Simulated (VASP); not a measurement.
# GaSb (F-43m) in VASP: notebook

The runs below take GaSb through single point, relaxation of cell and atoms, with PBEsol.

Everything below comes from runs of VASP 6.6.1. Logs are shortened: lines on timing, memory, paths and dates and some standing lists are left out, and cuts for length are marked.

### 1 The cell of the first run

The structure is cubic, space group F-43m (No. 216). Conventional cell: a = 6.111 Å, b = 6.111 Å, c = 6.111 Å, α = 90.00°, β = 90.00°, γ = 90.00°. Within 3.5 Å of Ga (site symmetry -43m) lie 4 Sb at 2.65 Å. Within 3.5 Å of Sb (site symmetry -43m) lie 4 Ga at 2.65 Å.

### 2 Single point, PBEsol

File INCAR:

```
SYSTEM = GaSb
ALGO = Normal
EDIFF = 1E-6
ENCUT = 520
GGA = PS
ISIF = 2
ISMEAR = 0
ISYM = 0
LASPH = .True.
LCHARG = .False.
LREAL = .False.
LWAVE = .False.
NBANDS = 16
NELM = 100
PREC = Accurate
SIGMA = 0.1
```

File KPOINTS:

```
k-points
0
Gamma
  8 4 27
  0 0 0
```

File POSCAR:

```
GaSb
1.0
    4.3212908972      0.0000000000      0.0000000000
    0.0000000000     10.5849577283      0.0000000000
    2.1606454486     -3.5283192428      1.2474492314
Ga Sb
1 1
Direct
    0.0000000000      0.0000000000      0.0000000000
    0.0000000000      0.7500000000      0.0000000000
```

Potentials or basis: VASP PAW PBE potentials, release 64 (Ga_d, Sb).

Started as:

```sh
$ cat potpaw_PBE.64/Ga_d/POTCAR potpaw_PBE.64/Sb/POTCAR > POTCAR
$ mpirun -np 1 vasp_std > vasp.out
```

OUTCAR:

```text
SYSTEM = GaSb
   EDIFF = 1E-6
   ENCUT = 520
   GGA = PS
   ISIF = 2
   ISMEAR = 0
   ISYM = 0
   LASPH = .True.
   LREAL = .False.
   NELM = 100
   PREC = Accurate

 ion  position               nearest neighbor table
   1  0.000  0.000  0.000-   2 2.65   2 2.65   2 2.65
   2  0.000  0.750  0.000-   1 2.65   1 2.65   1 2.65

IMPORTANT INFORMATION: All symmetrisations will be switched off!
NOSYMM: (Re-)initialisation of all symmetry stuff for point group C_1.

----------------------------------------------------------------------------------------

                                     Primitive cell

  volume of cell :      57.0592

  direct lattice vectors                    reciprocal lattice vectors
     4.321290897  0.000000000  0.000000000     0.231412331  0.000000000 -0.400817915
     0.000000000 10.584957728  0.000000000     0.000000000  0.094473689  0.267211943
     2.160645449 -3.528319243  1.247449231     0.000000000  0.000000000  0.801635830

  length of vectors
     4.321290897 10.584957728  4.321290897     0.462824662  0.283421066  0.801635830

  position of ions in fractional coordinates (direct lattice)
     0.000000000  0.000000000  0.000000000
     0.000000000  0.750000000  0.000000000

  ion indices of the primitive-cell ions
   primitive index   ion index
                 1           1
                 2           2

----------------------------------------------------------------------------------------

 KPOINTS: k-points

Automatic generation of k-mesh.
 Grid dimensions read from file:
 generate k-points for:    8    4   27

 Generating k-lattice:

  Cartesian coordinates                     Fractional coordinates (reciprocal lattice)
     0.028926541  0.000000000 -0.050102239     0.125000000  0.000000000 -0.000000000
     0.000000000  0.023618422  0.066802986     0.000000000  0.250000000  0.000000000
     0.000000000  0.000000000  0.029690216     0.000000000  0.000000000  0.037037037

  Length of vectors
     0.057853083  0.070855266  0.029690216

  Shift w.r.t. Gamma in fractional coordinates (k-lattice)
     0.000000000  0.000000000  0.000000000

 -----------------------------------------------------------------------------
|                                                                             |
|           W    W    AA    RRRRR   N    N  II  N    N   GGGG   !!!           |
|           W    W   A  A   R    R  NN   N  II  NN   N  G    G  !!!           |
|           W    W  A    A  R    R  N N  N  II  N N  N  G       !!!           |
|           W WW W  AAAAAA  RRRRR   N  N N  II  N  N N  G  GGG   !            |
|           WW  WW  A    A  R   R   N   NN  II  N   NN  G    G                |
|           W    W  A    A  R    R  N    N  II  N    N   GGGG   !!!           |
|                                                                             |
|     Your reciprocal lattice and k-lattice belong to different lattice       |
|     classes:                                                                |
|                                                                             |
|        The reciprocal lattice is body-centered cubic,                       |
|        whereas your k-lattice is triclinic.                                 |
|                                                                             |
|     Results are often still useful ...                                      |
|                                                                             |
 -----------------------------------------------------------------------------

 WARNING: IBZKPT: internal override: KBLOWUP is changed to .FALSE.
      ... skipping the blow-up phase ...

 Subroutine IBZKPT returns following result:
 ===========================================

 Found    434 irreducible k-points:

 Following reciprocal coordinates:
            Coordinates               Weight
  0.000000  0.000000  0.000000      1.000000
  0.125000  0.000000  0.000000      2.000000
  0.250000  0.000000  0.000000      2.000000
  0.375000  0.000000  0.000000      2.000000
  0.500000  0.000000  0.000000      1.000000
  0.000000  0.250000  0.000000      2.000000
[... 16 lines left out ...]
  0.500000  0.000000  0.037037      2.000000
 -0.375000  0.000000  0.037037      2.000000
 [... further k-points ...]
   k-points           NKPTS =    434   k-points in BZ     NKDIM =    434   number of bands    NBANDS=     16
   number of dos      NEDOS =    301   number of ions     NIONS =      2
   total plane-waves  NPLWV =  81920
   dimension x,y,z NGX =    32 NGY =   80 NGZ =   32
   dimension x,y,z NGXF=    64 NGYF=  160 NGZF=   64
   ions per type =               1   1
   NGX,Y,Z   is equivalent  to a cutoff of  12.31, 12.56, 12.31 a.u.
   NGXF,Y,Z  is equivalent  to a cutoff of  24.62, 25.13, 24.62 a.u.
 SYSTEM =  GaSb
   PREC   = accura    normal or accurate (medium, high low for compatibility)
   ISTART =      0    job   : 0-new  1-cont  2-samecut
   ICHARG =      2    charge: 1-file 2-atom 10-const
   ISPIN  =      1    spin polarized calculation?
   LNONCOLLINEAR =      F non collinear calculations
   LSORBIT =      F    spin-orbit coupling
   LASPH  =      T    aspherical Exc in radial PAW
   ENCUT  =  520.0 eV  38.22 Ry    6.18 a.u.   8.03 19.68  8.03*2*pi/ulx,y,z
   NELM   =    100;   NELMIN=  2; NELMDL= -5     # of ELM steps
   EDIFF  = 0.1E-05   stopping-criterion for ELM
   LREAL  =      F    real-space projection
   EDIFFG = 0.1E-04   stopping-criterion for IOM
   NSW    =      0    number of steps for IOM
   IBRION =     -1    ionic relax: 0-MD 1-quasi-New 2-CG
   NFREE  =      0    steps in history (QN), initial steepest desc. (CG)
   ISIF   =      2    stress and relaxation
   ISYM   =      0    0-nonsym 1-usesym 2-fastsym
   POTIM  = 0.5000    time-step for ionic-motion
   TEBEG  =    0.0;   TEEND  =   0.0 temperature during run
   PSTRESS=    0.0 pullay stress
   NELECT =      18.0000    total number of electrons
   NUPDOWN=      -1.0000    fix difference up-down
   EMIN   =  10.00;   EMAX   =-10.00  energy-range for DOS
   EFERMI =   0.00;   METHOD = LEGACY
   ISMEAR =     0;   SIGMA  =   0.10  broadening in eV -4-tet -1-fermi 0-gaus
   EFERMI_NEDOS =   21; number of points for ismear=-14 and -15
   IALGO  =     38    algorithm
   IMIX   =      4    mixing-type and parameters
     AMIX     =   0.40;   BMIX     =  1.00
     AMIX_MAG =   1.60;   BMIX_MAG =  1.00
  volume/ion in A,a.u.               =      28.53       192.53
  Fermi-wavevector in a.u.,A,eV,Ry     =   1.114441  2.105989 16.898153  1.241979
  Thomas-Fermi vector in A             =   2.251036
   LORBIT       =      0    0 simple, 1 ext, 2 COOP (PROOUT), +10 PAW based schemes
   GGA     = PS    functional components
   LHFCALC =     F    Hartree Fock is set to
   AEXX    =    0.0000 exact exchange contribution
   IVDW    =     0    specifies the selected vdW correction
   LEPSILON=     F    determine dielectric tensor
   LRPA    =     F    only Hartree local field effects (RPA)
 non-spin polarized calculation
 Gauss-broadening in eV      SIGMA  =   0.10
  energy-cutoff  :      520.00
  volume of cell :       57.06
 maximum number of plane-waves:      1572
   NGX = 17   NGY = 39   NGZ = 17

 number of electron      17.9999998 magnetization

 Free energy of the ion-electron system (eV)
  ---------------------------------------------------
  ext. energy  EPLUGINS =         0.00000000
  ---------------------------------------------------
  free energy    TOTEN  =        -8.15419876 eV

  energy without entropy =       -8.15397300  energy(sigma->0) =       -8.15408588

 E-fermi :   4.8195     XC(G=0):  -9.2814

 val. band max:        4.7785740233   @ k =   0.0000   0.0000   0.0000
 cond. band min:       5.1179897576   @ k =   0.0000   0.5000   0.0000
 fundamental gap:      0.3394157343
 Fermi energy:         4.8194780841

 k-point     1 :       0.0000    0.0000    0.0000
  band No.  band energies     occupation
      1     -10.2387      2.00000
      2     -10.2384      2.00000
      3     -10.2383      2.00000
      4     -10.1877      2.00000
      5     -10.1875      2.00000
      6      -6.7629      2.00000
[... 8 lines left out ...]
     15      13.3710      0.00000
     16      13.3711      0.00000

 k-point     2 :       0.1250    0.0000    0.0000
  band No.  band energies     occupation
      1     -10.2497      2.00000
      2     -10.2345      2.00000
      3     -10.2326      2.00000
      4     -10.1889      2.00000
      5     -10.1873      2.00000
      6      -6.3398      2.00000
[... 8 lines left out ...]
     15      12.2482      0.00000
     16      12.5169      0.00000

 k-point     3 :       0.2500    0.0000    0.0000
  band No.  band energies     occupation
      1     -10.2673      2.00000
      2     -10.2254      2.00000
      3     -10.2252      2.00000
      4     -10.1894      2.00000
      5     -10.1885      2.00000
      6      -5.2466      2.00000
[... 8 lines left out ...]
     15      13.2854      0.00000
     16      15.2905      0.00000

 k-point     4 :       0.3750    0.0000    0.0000
  band No.  band energies     occupation
      1     -10.2790      2.00000
      2     -10.2190      2.00000
      3     -10.2166      2.00000
      4     -10.1950      2.00000
      5     -10.1860      2.00000
      6      -4.3543      2.00000
[... 8 lines left out ...]
     15      13.5538      0.00000
     16      16.8803      0.00000
[... 324 lines left out ...]
 k-point    22 :       0.3750    0.0000    0.0370
  band No.  band energies     occupation
      1     -10.2741      2.00000
      2     -10.2227      2.00000
      3     -10.2200      2.00000
      4     -10.1915      2.00000
      5     -10.1878      2.00000
      6      -4.6429      2.00000
[... 8 lines left out ...]
     15      12.9015      0.00000
     16      15.7348      0.00000

 k-point    23 :       0.5000    0.0000    0.0370
  band No.  band energies     occupation
      1     -10.2830      2.00000
      2     -10.2153      2.00000
      3     -10.2141      2.00000
      4     -10.1984      2.00000
      5     -10.1841      2.00000
      6      -4.3600      2.00000
[... 8 lines left out ...]
     15      15.1903      0.00000
     16      15.6259      0.00000

 k-point    24 :      -0.3750    0.0000    0.0370
  band No.  band energies     occupation
      1     -10.2823      2.00000
      2     -10.2160      2.00000
      3     -10.2146      2.00000
      4     -10.1978      2.00000
      5     -10.1844      2.00000
      6      -4.3566      2.00000
[... 8 lines left out ...]
     15      14.9662      0.00000
     16      15.8062      0.00000

 [... further k-points ...]

------------------------ aborting loop because EDIFF is reached ----------------------------------------

  FORCE on cell =-STRESS in cart. coord.  units (eV):
  Direction    XX          YY          ZZ          XY          YZ          ZX
  --------------------------------------------------------------------------------------
  -------------------------------------------------------------------------------------
  Total        0.0455649      0.0337017      0.0349084     -0.0000511      0.0035271      0.0004767
  in kB        1.2794272      0.9463161      0.9802004     -0.0014339      0.0990384      0.0133840
  external PRESSURE =       1.0686479 kB  Pullay stress =       0.0000000 kB

 VOLUME and BASIS-vectors are now :
 -----------------------------------------------------------------------------
  energy-cutoff  :      520.00
  volume of cell :       57.06
      direct lattice vectors                 reciprocal lattice vectors
     4.321290897  0.000000000  0.000000000     0.231412331  0.000000000 -0.400817915
     0.000000000 10.584957728  0.000000000     0.000000000  0.094473689  0.267211943
     2.160645449 -3.528319243  1.247449231     0.000000000  0.000000000  0.801635830

 POSITION                                       TOTAL-FORCE (eV/Angst)
 -----------------------------------------------------------------------------------
      0.00000      0.00000      0.00000         0.000067      0.001290     -0.002283
      0.00000      7.93872      0.00000        -0.000067     -0.001290      0.002283
 -----------------------------------------------------------------------------------
    total drift:                               -0.000000      0.000004      0.000001

  FREE ENERGIE OF THE ION-ELECTRON SYSTEM (eV)
  ---------------------------------------------------
  free  energy   TOTEN  =        -8.1541987625 eV

  energy  without entropy=       -8.1539729971  energy(sigma->0) =       -8.15408588
```

Run time: 13 min. Hardware: 1 thread of Intel Xeon 8259CL, shared host; peak memory 0.6 GiB.

Results:

| Quantity | Value |
| --- | --- |
| Free energy | -8.1542 eV |
| Pressure | 0.1 GPa |

Caveat: the PAW data sets were made with another functional, which shifts forces and pressure a little; spin-orbit coupling is left out, which moves the levels of the heavy elements.

(Part 1 of 3 ends here.)
